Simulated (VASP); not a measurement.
# AlN (rocksalt type) (Fm-3m) in VASP: notebook, part 2 of 2

VASP 6.6.1. The steps go on from the part before.

## 5. Single point, r2SCAN (volume scaled by 0.94)

POSCAR reads:

```
AlN
1.0
    0.0000000000      1.9776198442      1.9776198442
    1.9776198442      0.0000000000      1.9776198442
    1.9776198442      1.9776198442      0.0000000000
Al N
1 1
Direct
    0.0000000000      0.0000000000      0.0000000000
    0.5000000000      0.5000000000      0.5000000000
```

INCAR.step1 reads:

```
ALGO = Normal ; EDIFF = 1E-4
ENCUT = 520 ; GGA = PE
ISMEAR = -1 ; LASPH = True
LCHARG = False ; LREAL = False
LWAVE = True ; NBANDS = 11
NELM = 60 ; PREC = Accurate
SIGMA = 0.05
```

INCAR.step2 reads:

```
ALGO = Normal ; EDIFF = 1E-6
ENCUT = 520 ; ISIF = 2
ISMEAR = -1 ; ISTART = 1
LASPH = True ; LCHARG = False
LMIXTAU = True ; LREAL = False
LWAVE = False ; METAGGA = R2SCAN
NBANDS = 11 ; NELM = 60
PREC = Accurate ; SIGMA = 0.05
```

KPOINTS reads:

```
k-points
0
Gamma
  15 15 15
```

Potentials or basis: VASP PAW PBE potentials, release 64 (Al, N).

Started as:

```console
$ cat potpaw_PBE.64/Al/POTCAR potpaw_PBE.64/N/POTCAR > POTCAR
$ cp INCAR.step1 INCAR
$ mpirun -np 1 vasp_std > vasp.out
$ cp INCAR.step2 INCAR
$ mpirun -np 1 vasp_std > vasp.out
```

OUTCAR:

```text
EDIFF = 1E-6
   ENCUT = 520
   ISIF = 2
   ISMEAR = -1
   ISTART = 1
   LASPH = True
   LREAL = False
   METAGGA = R2SCAN
   NELM = 60
   PREC = Accurate

 ion  position               nearest neighbor table
   1  0.000  0.000  0.000-   2 1.98   2 1.98   2 1.98   2 1.98   2 1.98   2 1.98
   2  0.500  0.500  0.500-   1 1.98   1 1.98   1 1.98   1 1.98   1 1.98   1 1.98

  LATTYP: Found a face centered cubic cell.
 ALAT       =     3.9552396884

  Lattice vectors:

 A1 = (   0.0000000000,   1.9776198442,   1.9776198442)
 A2 = (   1.9776198442,   0.0000000000,   1.9776198442)
 A3 = (   1.9776198442,   1.9776198442,   0.0000000000)

Analysis of symmetry for initial positions (statically):
=====================================================================
 Subroutine PRICEL returns:
 Original cell was already a primitive cell.

 Routine SETGRP: Setting up the symmetry group for a
 face centered cubic supercell.

 Subroutine GETGRP returns: Found 48 space group operations
 (whereof 48 operations were pure point group operations)
 out of a pool of 48 trial point group operations.

The static configuration has the point symmetry O_h .

Analysis of symmetry for dynamics (positions and initial velocities):
=====================================================================
 Subroutine PRICEL returns:
 Original cell was already a primitive cell.

 Routine SETGRP: Setting up the symmetry group for a
 face centered cubic supercell.

 Subroutine GETGRP returns: Found 48 space group operations
 (whereof 48 operations were pure point group operations)
 out of a pool of 48 trial point group operations.

The dynamic configuration has the point symmetry O_h .

 Subroutine INISYM returns: Found 48 space group operations
 (whereof 48 operations are pure point group operations),
 and found     1 'primitive' translations

----------------------------------------------------------------------------------------

                                     Primitive cell

  volume of cell :      15.4689

  direct lattice vectors                    reciprocal lattice vectors
     0.000000000  1.977619844  1.977619844    -0.252829178  0.252829178  0.252829178
     1.977619844  0.000000000  1.977619844     0.252829178 -0.252829178  0.252829178
     1.977619844  1.977619844  0.000000000     0.252829178  0.252829178 -0.252829178

  length of vectors
     2.796776805  2.796776805  2.796776805     0.437912982  0.437912982  0.437912982

  position of ions in fractional coordinates (direct lattice)
     0.000000000  0.000000000  0.000000000
     0.500000000  0.500000000  0.500000000

  ion indices of the primitive-cell ions
   primitive index   ion index
                 1           1
                 2           2

----------------------------------------------------------------------------------------

 KPOINTS: k-points

Automatic generation of k-mesh.
 Grid dimensions read from file:
 generate k-points for:   15   15   15

 Generating k-lattice:

  Cartesian coordinates                     Fractional coordinates (reciprocal lattice)
    -0.016855279  0.016855279  0.016855279     0.066666667  0.000000000  0.000000000
     0.016855279 -0.016855279  0.016855279     0.000000000  0.066666667  0.000000000
[... 40 lines left out ...]
   k-points           NKPTS =    120   k-points in BZ     NKDIM =    120   number of bands    NBANDS=     11
   number of dos      NEDOS =    301   number of ions     NIONS =      2
   total plane-waves  NPLWV =  13824
   dimension x,y,z NGX =    24 NGY =   24 NGZ =   24
   dimension x,y,z NGXF=    48 NGYF=   48 NGZF=   48
   ions per type =               1   1
   NGX,Y,Z   is equivalent  to a cutoff of  14.27, 14.27, 14.27 a.u.
   NGXF,Y,Z  is equivalent  to a cutoff of  28.53, 28.53, 28.53 a.u.
 SYSTEM =  unknown system
   PREC   = accura    normal or accurate (medium, high low for compatibility)
   ISTART =      1    job   : 0-new  1-cont  2-samecut
   ICHARG =      0    charge: 1-file 2-atom 10-const
   ISPIN  =      1    spin polarized calculation?
   LNONCOLLINEAR =      F non collinear calculations
   LSORBIT =      F    spin-orbit coupling
   LASPH  =      T    aspherical Exc in radial PAW
   ENCUT  =  520.0 eV  38.22 Ry    6.18 a.u.   5.20  5.20  5.20*2*pi/ulx,y,z
   NELM   =     60;   NELMIN=  2; NELMDL=  0     # of ELM steps
   EDIFF  = 0.1E-05   stopping-criterion for ELM
   LREAL  =      F    real-space projection
   EDIFFG = 0.1E-04   stopping-criterion for IOM
   NSW    =      0    number of steps for IOM
   IBRION =     -1    ionic relax: 0-MD 1-quasi-New 2-CG
   NFREE  =      0    steps in history (QN), initial steepest desc. (CG)
   ISIF   =      2    stress and relaxation
   ISYM   =      2    0-nonsym 1-usesym 2-fastsym
   POTIM  = 0.5000    time-step for ionic-motion
   TEBEG  =    0.0;   TEEND  =   0.0 temperature during run
   PSTRESS=    0.0 pullay stress
   NELECT =       8.0000    total number of electrons
   NUPDOWN=      -1.0000    fix difference up-down
   EMIN   =  10.00;   EMAX   =-10.00  energy-range for DOS
   EFERMI =   0.00;   METHOD = LEGACY
   ISMEAR =    -1;   SIGMA  =   0.05  broadening in eV -4-tet -1-fermi 0-gaus
   EFERMI_NEDOS =   21; number of points for ismear=-14 and -15
   IALGO  =     38    algorithm
   IMIX   =      4    mixing-type and parameters
     AMIX     =   0.40;   BMIX     =  1.00
     AMIX_MAG =   1.60;   BMIX_MAG =  1.00
  volume/ion in A,a.u.               =       7.73        52.19
  Fermi-wavevector in a.u.,A,eV,Ry     =   1.314071  2.483233 23.494288  1.726781
  Thomas-Fermi vector in A             =   2.444349
   LORBIT       =      0    0 simple, 1 ext, 2 COOP (PROOUT), +10 PAW based schemes
   METAGGA = R2SCAN    functional components
   LHFCALC =     F    Hartree Fock is set to
   AEXX    =    0.0000 exact exchange contribution
   IVDW    =     0    specifies the selected vdW correction
   LEPSILON=     F    determine dielectric tensor
   LRPA    =     F    only Hartree local field effects (RPA)
 non-spin polarized calculation
  energy-cutoff  :      520.00
  volume of cell :       15.47
 maximum number of plane-waves:       432
 NGX is ok and might be reduce to    24
   NGX = 11   NGY = 11   NGZ = 11

 number of electron       8.0000000 magnetization

 Free energy of the ion-electron system (eV)
  ---------------------------------------------------
  ext. energy  EPLUGINS =         0.00000000
  ---------------------------------------------------
  free energy    TOTEN  =       -18.84410110 eV

  energy without entropy =      -18.84410110  energy(sigma->0) =      -18.84410110

 E-fermi :  11.6545     XC(G=0): -13.2107

 val. band max:       10.6470735524   @ k =   0.0000   0.0000   0.0000
 cond. band min:      16.5539373215   @ k =   0.4667   0.4667   0.0000
 fundamental gap:      5.9068637691
 Fermi energy:        11.6544878202

 k-point     1 :       0.0000    0.0000    0.0000
  band No.  band energies     occupation
      1      -8.3786      2.00000
      2      10.6471      2.00000
      3      10.6471      2.00000
      4      10.6471      2.00000
      5      18.1901      0.00000
      6      23.7817      0.00000
      7      23.7817      0.00000
      8      23.7817      0.00000
      9      29.7427      0.00000
     10      29.7427      0.00000
     11      29.7571      0.00000
[... 309 lines left out ...]
 k-point    24 :       0.2000    0.1333    0.0000
  band No.  band energies     occupation
      1      -7.5081      2.00000
      2       8.0653      2.00000
      3       9.6579      2.00000
      4       9.7197      2.00000
      5      20.0371      0.00000
      6      20.8345      0.00000
      7      24.4686      0.00000
      8      25.6027      0.00000
      9      26.0006      0.00000
     10      30.3195      0.00000
     11      33.1918      0.00000

 [... further k-points ...]

------------------------ aborting loop because EDIFF is reached ----------------------------------------

  FORCE on cell =-STRESS in cart. coord.  units (eV):
  Direction    XX          YY          ZZ          XY          YZ          ZX
  --------------------------------------------------------------------------------------
  -------------------------------------------------------------------------------------
  Total        1.7792288      1.7792288      1.7792288     -0.0000000      0.0000000      0.0000000
  in kB      184.2824421    184.2824421    184.2824421     -0.0000000      0.0000000      0.0000000
  external PRESSURE =     184.2824421 kB  Pullay stress =       0.0000000 kB

 VOLUME and BASIS-vectors are now :
 -----------------------------------------------------------------------------
  energy-cutoff  :      520.00
  volume of cell :       15.47
      direct lattice vectors                 reciprocal lattice vectors
     0.000000000  1.977619844  1.977619844    -0.252829178  0.252829178  0.252829178
     1.977619844  0.000000000  1.977619844     0.252829178 -0.252829178  0.252829178
     1.977619844  1.977619844  0.000000000     0.252829178  0.252829178 -0.252829178

 POSITION                                       TOTAL-FORCE (eV/Angst)
 -----------------------------------------------------------------------------------
      0.00000      0.00000      0.00000         0.000000      0.000000      0.000000
      1.97762      1.97762      1.97762        -0.000000     -0.000000     -0.000000
 -----------------------------------------------------------------------------------
    total drift:                               -0.000000     -0.000000      0.000000

  FREE ENERGIE OF THE ION-ELECTRON SYSTEM (eV)
  ---------------------------------------------------
  free  energy   TOTEN  =       -18.8441010999 eV

  energy  without entropy=      -18.8441010999  energy(sigma->0) =      -18.84410110
```

Wall time 51 s (1 thread of Intel Xeon Platinum 8488C (Sapphire Rapids), shared host); peak memory 0.15 GiB.

What came out:

```yaml
Free_energy: -18.8441 eV
Pressure: 18.4 GPa
Band_gap_on_the_k_mesh: 5.91 eV, indirect (least direct gap 7.54 eV)
```

Levels at points of the mesh, in eV from the valence-band top:
```
           k point  band 1  band 2  band 3  band 4  band 5  band 6  band 7  band 8
(0.00, 0.00, 0.00)  -19.03    0.00    0.00    0.00    7.54   13.13   13.13   13.13
```

Caveat: the PAW data sets were made with another functional, which shifts forces and pressure a little. A k mesh can miss the band edges.

## 6. Overview

```csv
cell,gap on the mesh (eV),pressure (GPa)
"a = 2.559 Å, angles 60.0°, 2 atoms",5.20,171.4
"a = 2.650 Å, angles 60.0°, 2 atoms",5.53,94.4
"a = 2.736 Å, angles 60.0°, 2 atoms",5.77,44.4
"a = 2.797 Å, angles 60.0°, 2 atoms",5.91,18.4
```

Alike in all rows: task single point; level r2SCAN; potentials or basis VASP PAW PBE potentials, release 64 (Al, N); no spin polarisation; k mesh 15 × 15 × 15; cutoff (eV) 520; smearing fermi-dirac 0.05 eV.

Caveats: the PAW data sets were made with another functional, which shifts forces and pressure a little.

Total energies depend on the potentials used, so only differences within one code and one set of settings carry meaning.
